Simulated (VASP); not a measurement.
Wanted: the native input for a VASP 6.6.1 run.

| Item | Value |
| --- | --- |
| Task | single point |
| Functional | r2SCAN |
| Potentials or basis | VASP PAW PBE potentials, release 64 (In_d, Sb) |
| Cutoff | 520 eV |
| k mesh | 6 × 6 × 6 |
| Occupations | fermi-dirac, width 0.02 eV |
| Spin | no spin polarisation |
| Dipole correction | no |
| Further INCAR settings | ALGO = Normal; EDIFF = 1e-07; NBANDS = 16 |

InSb:

```
In Sb
1.0
     0.00000    3.27951    3.27951
     3.27951    0.00000    3.27951
     3.27951    3.27951    0.00000
In Sb
1 1
Direct
  0.00000 0.00000 0.00000
  0.25000 0.25000 0.25000
```

The input as run:

POSCAR

```
InSb
1.0
    0.0000000000      3.2795130175      3.2795130175
    3.2795130175      0.0000000000      3.2795130175
    3.2795130175      3.2795130175      0.0000000000
In Sb
1 1
Direct
    0.0000000000      0.0000000000      0.0000000000
    0.2500000000      0.2500000000      0.2500000000
```

INCAR.step1

```
SYSTEM = InSb
  PREC = Accurate
  ENCUT = 520
  ISMEAR = -1
  SIGMA = 0.02
  LREAL = .False.
  LASPH = .True.
  NELM = 60
  NBANDS = 16
  GGA = PE
  ALGO = Normal
  EDIFF = 1E-4
  LWAVE = .True.
  LCHARG = .False.
```

INCAR.step2

```
SYSTEM = InSb
  PREC = Accurate
  ENCUT = 520
  EDIFF = 1E-7
  ISMEAR = -1
  SIGMA = 0.02
  LREAL = .False.
  LASPH = .True.
  NELM = 60
  ALGO = Normal
  ISIF = 2
  LWAVE = .False.
  LCHARG = .False.
  METAGGA = R2SCAN
  LMIXTAU = .True.
  NBANDS = 16
  ISTART = 1
```

KPOINTS

```
regular mesh
0
Gamma
  6 6 6
  0 0 0
```

Potentials or basis: VASP PAW PBE potentials, release 64 (In_d, Sb).

Launch:

```sh
$ cat potpaw_PBE.64/In_d/POTCAR potpaw_PBE.64/Sb/POTCAR > POTCAR
$ cp INCAR.step1 INCAR
$ mpirun -np 1 vasp_std > vasp.out
$ cp INCAR.step2 INCAR
$ mpirun -np 1 vasp_std > vasp.out
```

Results of the run:

- Pressure: 0.0 GPa

Caveat: the PAW data sets were made with another functional, which shifts forces and pressure a little.

Wall time 100 s on 1 thread of Intel(R) Xeon(R) Platinum 8259CL CPU @ 2.50GHz (Skylake/Cascade Lake) (shared host), peak memory 0.22 GiB.
